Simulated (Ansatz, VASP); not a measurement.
# One calculation of NaCl, two programs

```
CELL_PARAMETERS angstrom
-0.02648 2.72610 2.79593
2.76113 -0.03460 2.80406
2.67433 2.64743 0.05219
ATOMIC_POSITIONS crystal
Na 0.00699 0.01367 0.98982
Cl 0.49301 0.48633 0.51018
```

Change from the starting cell: all atoms moved at random, cell strained at random.

Alike in both runs: task single point; functional PBE; k mesh 8 × 8 × 8; occupations gaussian, width 0.02 eV; no spin polarisation.

|  | VASP | Ansatz |
| --- | --- | --- |
| version | VASP 6.6.1 | Ansatz 0.2.0 |
| potentials or method | VASP PAW PBE potentials, release 64 (Na_pv, Cl), cutoff 520 eV | scalar-relativistic, plane waves, PAW |
| valence electrons in the cell | 14 | 16 |

```tsv
	VASP	Ansatz	Ansatz less VASP
gap on the k mesh at the Fermi level (eV)	5.36	5.36	0.000
least direct gap on the mesh (eV)	5.36	5.36	0.000
pressure (GPa)	4.0	4.0	+0.01
traceless stress, the component that is largest in VASP (GPa)	0.58	0.57	-0.004
rms of the force components (eV/Å)	0.122	0.121	-0.0011
```

Atom by atom the forces differ by 0.001 eV/Å (rms over components). VASP's potentials hold 14 valence electrons a cell and Ansatz's 16, so a difference there can come from the potentials and not from the codes.
